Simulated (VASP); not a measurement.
# LaH3 (I4/mmm) in VASP: single point with PBEsol

Aim: the single point of LaH3 with PBEsol.

Everything below comes from runs of VASP 6.6.1. Logs are shortened: lines on timing, memory, paths and dates and some standing lists are left out, and cuts for length are marked.

### Step 1. The cell of the first run

It takes space group I4/mmm (No. 139, tetragonal). Conventional cell: a = 3.995 Å, b = 3.995 Å, c = 5.423 Å, α = 90.00°, β = 90.00°, γ = 90.00°. Within 3.2 Å of La (site symmetry 4/mmm) lie 14 H at 2.41 to 2.82 Å. Within 3.2 Å of H (site symmetry 4/mmm) lie 8 H at 2.41 Å and 6 La at 2.71 to 2.82 Å. Within 3.2 Å of H (site symmetry -4m2) lie 4 La at 2.41 Å and 10 H at 2.41 to 2.82 Å.

### Step 2. Single point, PBEsol

Contents of INCAR:

```
SYSTEM = LaH3
PREC     = Accurate       ! precision mode
ENCUT    = 520            ! plane-wave cutoff, eV
EDIFF    = 1E-6           ! SCF threshold, eV
ISMEAR   = 1              ! smearing method
SIGMA    = 0.1            ! smearing width, eV
LREAL    = .FALSE.        ! projectors in reciprocal space
LASPH    = .TRUE.         ! aspherical terms in the spheres
NELM     = 100            ! most SCF steps
ALGO     = Normal         ! electronic algorithm
ISIF     = 2              ! what is computed and relaxed
LWAVE    = .FALSE.        ! write WAVECAR
LCHARG   = .TRUE.         ! write CHGCAR
GGA      = PS             ! functional
LELF     = .TRUE.         ! ELF
LVHAR    = .TRUE.       
NBANDS   = 15             ! bands
```

Contents of KPOINTS:

```
Automatic mesh
0
G
  10 10 10
  0 0 0
```

Contents of POSCAR:

```
LaH3
1.0
    0.0000000000      2.8246546891      2.7116685015
    2.8246546891      0.0000000000      2.7116685015
    2.8246546891      2.8246546891      0.0000000000
La H
1 3
Direct
    0.0000000000      0.0000000000      0.0000000000
    0.5000000000      0.5000000000      0.5000000000
    0.7500000000      0.7500000000      0.7500000000
    0.2500000000      0.2500000000      0.2500000000
```

Potentials or basis: VASP PAW PBE potentials, release 64 (La, H).

Launch:

```sh
$ cat potpaw_PBE.64/La/POTCAR potpaw_PBE.64/H/POTCAR > POTCAR
$ mpirun -np 1 vasp_std > vasp.out
```

OUTCAR:

```text
SYSTEM = LaH3
   PREC = Accurate
   ENCUT = 520
   EDIFF = 1E-6
   ISMEAR = 1
   LREAL = .FALSE.
   LASPH = .TRUE.
   NELM = 100
   ISIF = 2
   GGA = PS

 ion  position               nearest neighbor table
   1  0.000  0.000  0.000-
   2  0.500  0.500  0.500-
   3  0.750  0.750  0.750-
   4  0.250  0.250  0.250-

  LATTYP: Found a body centered tetragonal cell.
 ALAT       =     3.9946649703
 C/A-ratio  =     1.3576450199

  Lattice vectors:

 A1 = (   0.0000000000,  -2.8246546891,  -2.7116685015)
 A2 = (   0.0000000000,   2.8246546891,  -2.7116685015)
 A3 = (   2.8246546891,   0.0000000000,   2.7116685015)

Analysis of symmetry for initial positions (statically):
=====================================================================
 Subroutine PRICEL returns:
 Original cell was already a primitive cell.

 Routine SETGRP: Setting up the symmetry group for a
 body centered tetragonal supercell.

 Subroutine GETGRP returns: Found 16 space group operations
 (whereof 16 operations were pure point group operations)
 out of a pool of 16 trial point group operations.

The static configuration has the point symmetry D_4h.

Analysis of symmetry for dynamics (positions and initial velocities):
=====================================================================
 Subroutine PRICEL returns:
 Original cell was already a primitive cell.

 Routine SETGRP: Setting up the symmetry group for a
 body centered tetragonal supercell.

 Subroutine GETGRP returns: Found 16 space group operations
 (whereof 16 operations were pure point group operations)
 out of a pool of 16 trial point group operations.

The dynamic configuration has the point symmetry D_4h.

 Subroutine INISYM returns: Found 16 space group operations
 (whereof 16 operations are pure point group operations),
 and found     1 'primitive' translations

----------------------------------------------------------------------------------------

                                     Primitive cell

  volume of cell :      43.2710

  direct lattice vectors                    reciprocal lattice vectors
     0.000000000  2.824654689  2.711668502    -0.177012787  0.177012787  0.184388320
     2.824654689  0.000000000  2.711668502     0.177012787 -0.177012787  0.184388320
     2.824654689  2.824654689  0.000000000     0.177012787  0.177012787 -0.184388320

  length of vectors
     3.915586824  3.915586824  3.994664970     0.310911734  0.310911734  0.310911734

  position of ions in fractional coordinates (direct lattice)
     0.000000000  0.000000000  0.000000000
     0.500000000  0.500000000  0.500000000
     0.750000000  0.750000000  0.750000000
     0.250000000  0.250000000  0.250000000

  ion indices of the primitive-cell ions
   primitive index   ion index
                 1           1
                 2           2
                 3           3
                 4           4

----------------------------------------------------------------------------------------

 KPOINTS: Automatic mesh

Automatic generation of k-mesh.
 Grid dimensions read from file:
 generate k-points for:   10   10   10

 Generating k-lattice:

  Cartesian coordinates                     Fractional coordinates (reciprocal lattice)
    -0.017701279  0.017701279  0.018438832     0.100000000  0.000000000  0.000000000
     0.017701279 -0.017701279  0.018438832     0.000000000  0.100000000  0.000000000
     0.017701279  0.017701279 -0.018438832    -0.000000000 -0.000000000  0.100000000

  Length of vectors
     0.031091173  0.031091173  0.031091173

  Shift w.r.t. Gamma in fractional coordinates (k-lattice)
     0.000000000  0.000000000  0.000000000

 Subroutine IBZKPT returns following result:
 ===========================================

 Found    102 irreducible k-points:

 Following reciprocal coordinates:
            Coordinates               Weight
  0.000000  0.000000  0.000000      1.000000
  0.100000  0.000000  0.000000      8.000000
  0.200000  0.000000  0.000000      8.000000
  0.300000 -0.000000  0.000000      8.000000
  0.400000  0.000000  0.000000      8.000000
  0.500000 -0.000000  0.000000      4.000000
[... 16 lines left out ...]
  0.300000  0.300000  0.000000      2.000000
  0.400000  0.300000  0.000000      8.000000
 [... further k-points ...]
   k-points           NKPTS =    102   k-points in BZ     NKDIM =    102   number of bands    NBANDS=     15
   number of dos      NEDOS =    301   number of ions     NIONS =      4
   total plane-waves  NPLWV =  27000
   dimension x,y,z NGX =    30 NGY =   30 NGZ =   30
   dimension x,y,z NGXF=    60 NGYF=   60 NGZF=   60
   ions per type =               1   3
   NGX,Y,Z   is equivalent  to a cutoff of  12.74, 12.74, 12.49 a.u.
   NGXF,Y,Z  is equivalent  to a cutoff of  25.47, 25.47, 24.97 a.u.
 SYSTEM =  LaH3
   PREC   = accura    normal or accurate (medium, high low for compatibility)
   ISTART =      0    job   : 0-new  1-cont  2-samecut
   ICHARG =      2    charge: 1-file 2-atom 10-const
   ISPIN  =      1    spin polarized calculation?
   LNONCOLLINEAR =      F non collinear calculations
   LSORBIT =      F    spin-orbit coupling
   LASPH  =      T    aspherical Exc in radial PAW
   ENCUT  =  520.0 eV  38.22 Ry    6.18 a.u.   7.28  7.28  7.43*2*pi/ulx,y,z
   NELM   =    100;   NELMIN=  2; NELMDL= -5     # of ELM steps
   EDIFF  = 0.1E-05   stopping-criterion for ELM
   LREAL  =      F    real-space projection
   EDIFFG = 0.1E-04   stopping-criterion for IOM
   NSW    =      0    number of steps for IOM
   IBRION =     -1    ionic relax: 0-MD 1-quasi-New 2-CG
   NFREE  =      0    steps in history (QN), initial steepest desc. (CG)
   ISIF   =      2    stress and relaxation
   ISYM   =      2    0-nonsym 1-usesym 2-fastsym
   POTIM  = 0.5000    time-step for ionic-motion
   TEBEG  =    0.0;   TEEND  =   0.0 temperature during run
   PSTRESS=    0.0 pullay stress
   NELECT =      14.0000    total number of electrons
   NUPDOWN=      -1.0000    fix difference up-down
   EMIN   =  10.00;   EMAX   =-10.00  energy-range for DOS
   EFERMI =   0.00;   METHOD = LEGACY
   ISMEAR =     1;   SIGMA  =   0.10  broadening in eV -4-tet -1-fermi 0-gaus
   EFERMI_NEDOS =   21; number of points for ismear=-14 and -15
   IALGO  =     38    algorithm
   IMIX   =      4    mixing-type and parameters
     AMIX     =   0.40;   BMIX     =  1.00
     AMIX_MAG =   1.60;   BMIX_MAG =  1.00
  volume/ion in A,a.u.               =      10.82        73.00
  Fermi-wavevector in a.u.,A,eV,Ry     =   1.123876  2.123818 17.185482  1.263097
  Thomas-Fermi vector in A             =   2.260545
   LORBIT       =      0    0 simple, 1 ext, 2 COOP (PROOUT), +10 PAW based schemes
   GGA     = PS    functional components
   LHFCALC =     F    Hartree Fock is set to
   AEXX    =    0.0000 exact exchange contribution
   IVDW    =     0    specifies the selected vdW correction
   LEPSILON=     F    determine dielectric tensor
   LRPA    =     F    only Hartree local field effects (RPA)
 non-spin polarized calculation
 Methfessel and Paxton  Order N= 1 SIGMA  =   0.10
  energy-cutoff  :      520.00
  volume of cell :       43.27
 maximum number of plane-waves:      1194
 NGX is ok and might be reduce to    30
   NGX = 15   NGY = 15   NGZ = 15

 number of electron      13.9999997 magnetization

 Free energy of the ion-electron system (eV)
  ---------------------------------------------------
  ext. energy  EPLUGINS =         0.00000000
  ---------------------------------------------------
  free energy    TOTEN  =       -17.68842387 eV

  energy without entropy =      -17.68842506  energy(sigma->0) =      -17.68842427

 E-fermi :   7.5623     XC(G=0): -10.1890

 val. band max:        7.4940147929   @ k =   0.1000   0.0000   0.0000
 cond. band min:       7.5731787421   @ k =   0.5000  -0.0000   0.0000
 fundamental gap:      0.0791639493
 Fermi energy:         7.5623108598

 k-point     1 :       0.0000    0.0000    0.0000
  band No.  band energies     occupation
      1     -25.7005      2.00000
      2      -8.9417      2.00000
      3      -8.9417      2.00000
      4      -8.9276      2.00000
      5      -0.4066      2.00000
      6       4.7282      2.00000
      7       7.8247     -0.00131
      8       7.8247     -0.00131
      9       8.0486     -0.00000
     10       8.0878     -0.00000
     11       8.9168     -0.00000
     12       8.9168     -0.00000
     13       9.0052     -0.00000
     14       9.5511     -0.00000
     15       9.5512     -0.00000

 k-point     2 :       0.1000    0.0000    0.0000
  band No.  band energies     occupation
      1     -25.6884      2.00000
      2      -9.0681      2.00000
      3      -8.9568      2.00000
      4      -8.9423      2.00000
      5      -0.1550      2.00000
      6       4.3668      2.00000
      7       7.4940      1.90757
      8       7.8961     -0.00002
      9       8.0430     -0.00000
     10       8.4334     -0.00000
     11       8.8835     -0.00000
     12       8.9619     -0.00000
     13       9.2971     -0.00000
     14       9.5325     -0.00000
     15       9.5644      0.00000

 k-point     3 :       0.2000    0.0000    0.0000
  band No.  band energies     occupation
      1     -25.6566      2.00000
      2      -9.3885      2.00000
      3      -8.9960      2.00000
      4      -8.9683      2.00000
      5       0.4827      2.00000
      6       3.7675      2.00000
      7       6.6746      2.00000
      8       7.9671     -0.00000
      9       8.2041     -0.00000
     10       8.8516     -0.00000
     11       8.9183     -0.00000
     12       9.0819     -0.00000
     13       9.4768     -0.00000
     14       9.5237     -0.00000
     15       9.5624      0.00000

 k-point     4 :       0.3000   -0.0000    0.0000
  band No.  band energies     occupation
      1     -25.6168      2.00000
      2      -9.7488      2.00000
      3      -9.0437      2.00000
      4      -8.9998      2.00000
      5       1.1816      2.00000
      6       3.4255      2.00000
      7       6.0033      2.00000
      8       7.8347     -0.00080
      9       8.1625     -0.00000
     10       8.9267     -0.00000
     11       8.9542     -0.00000
     12       9.3440     -0.00000
     13       9.4430     -0.00000
     14       9.4987     -0.00000
     15       9.5667      0.00000
[... 307 lines left out ...]
 k-point    22 :      -0.2000    0.2000    0.0000
  band No.  band energies     occupation
      1     -25.6047      2.00000
      2      -9.6565      2.00000
      3      -9.2464      2.00000
      4      -9.0401      2.00000
      5       1.5458      2.00000
      6       3.3347      2.00000
      7       4.8809      2.00000
      8       8.3573     -0.00000
      9       8.4658     -0.00000
     10       8.9693     -0.00000
     11       9.1670     -0.00000
     12       9.3111     -0.00000
     13       9.4528     -0.00000
     14       9.4628     -0.00000
     15       9.8506      0.00000

 k-point    23 :       0.3000    0.3000    0.0000
  band No.  band energies     occupation
      1     -25.5818      2.00000
      2      -9.7227      2.00000
      3      -9.2059      2.00000
      4      -9.2059      2.00000
      5       1.8119      2.00000
      6       2.5498      2.00000
      7       4.9461      2.00000
      8       8.6963     -0.00000
      9       8.6963     -0.00000
     10       9.1823     -0.00000
     11       9.2724     -0.00000
     12       9.2724     -0.00000
     13       9.3093     -0.00000
     14       9.6764      0.00000
     15      10.3492      0.00000

 k-point    24 :       0.4000    0.3000    0.0000
  band No.  band energies     occupation
      1     -25.5553      2.00000
      2      -9.8597      2.00000
      3      -9.2843      2.00000
      4      -9.2502      2.00000
      5       2.1829      2.00000
      6       2.3745      2.00000
      7       4.5302      2.00000
      8       8.7718     -0.00000
      9       8.8348     -0.00000
     10       9.1310     -0.00000
     11       9.2982     -0.00000
     12       9.3394     -0.00000
     13       9.3738     -0.00000
     14       9.6231      0.00000
     15      10.4782      0.00000

 [... further k-points ...]
[... 5 lines left out ...]
  --------------------------------------------------------------------------------------
  -------------------------------------------------------------------------------------
  Total       -0.9453378     -0.9453378     -0.7476794      0.0000000     -0.0000000     -0.0000000
  in kB      -35.0025972    -35.0025972    -27.6839897      0.0000000     -0.0000000     -0.0000000
  external PRESSURE =     -32.5630614 kB  Pullay stress =       0.0000000 kB

 VOLUME and BASIS-vectors are now :
 -----------------------------------------------------------------------------
  energy-cutoff  :      520.00
  volume of cell :       43.27
      direct lattice vectors                 reciprocal lattice vectors
     0.000000000  2.824654689  2.711668502    -0.177012787  0.177012787  0.184388320
     2.824654689  0.000000000  2.711668502     0.177012787 -0.177012787  0.184388320
     2.824654689  2.824654689  0.000000000     0.177012787  0.177012787 -0.184388320

 POSITION                                       TOTAL-FORCE (eV/Angst)
 -----------------------------------------------------------------------------------
      0.00000      0.00000      0.00000         0.000000     -0.000000      0.000000
      2.82465      2.82465      2.71167         0.000000     -0.000000      0.000000
      4.23698      4.23698      4.06750         0.000000      0.000000      0.000000
      1.41233      1.41233      1.35583        -0.000000     -0.000000     -0.000000
 -----------------------------------------------------------------------------------
    total drift:                                0.000000     -0.000000     -0.000000

  FREE ENERGIE OF THE ION-ELECTRON SYSTEM (eV)
  ---------------------------------------------------
  free  energy   TOTEN  =       -17.6884238698 eV

  energy  without entropy=      -17.6884250579  energy(sigma->0) =      -17.68842427
```

It took 53 s on 1 thread of Intel Xeon Platinum 8488C (Sapphire Rapids), shared host; peak memory 0.23 GiB.

Results:

```
Free energy            : -17.6884 eV
Pressure               : -3.3 GPa
Band gap on the k mesh : zero (band 7 reaches 7.82 eV, above the bottom of band 8 at 7.57 eV)
```

Levels at points of the mesh, in eV from the Fermi level:
| k point | band 4 | band 5 | band 6 | band 7 | band 8 | band 9 | band 10 | band 11 |
| --- | --- | --- | --- | --- | --- | --- | --- | --- |
| (0.00, 0.00, 0.00) | -16.49 | -7.97 | -2.83 | 0.26 | 0.26 | 0.49 | 0.53 | 1.35 |
| (0.50, 0.00, 0.00) | -16.60 | -5.95 | -3.93 | -2.03 | 0.01 | 0.37 | 1.46 | 1.47 |
| (0.50, 0.50, 0.00) | -16.90 | -5.67 | -5.38 | -2.86 | 1.43 | 1.43 | 1.54 | 1.83 |
| (0.50, 0.00, 0.50) | -16.80 | -5.43 | -5.36 | -3.07 | 1.41 | 1.49 | 1.59 | 1.79 |

Caveat: the PAW data sets were made with another functional, which shifts forces and pressure a little; spin-orbit coupling is left out, which moves the levels of the heavy elements.
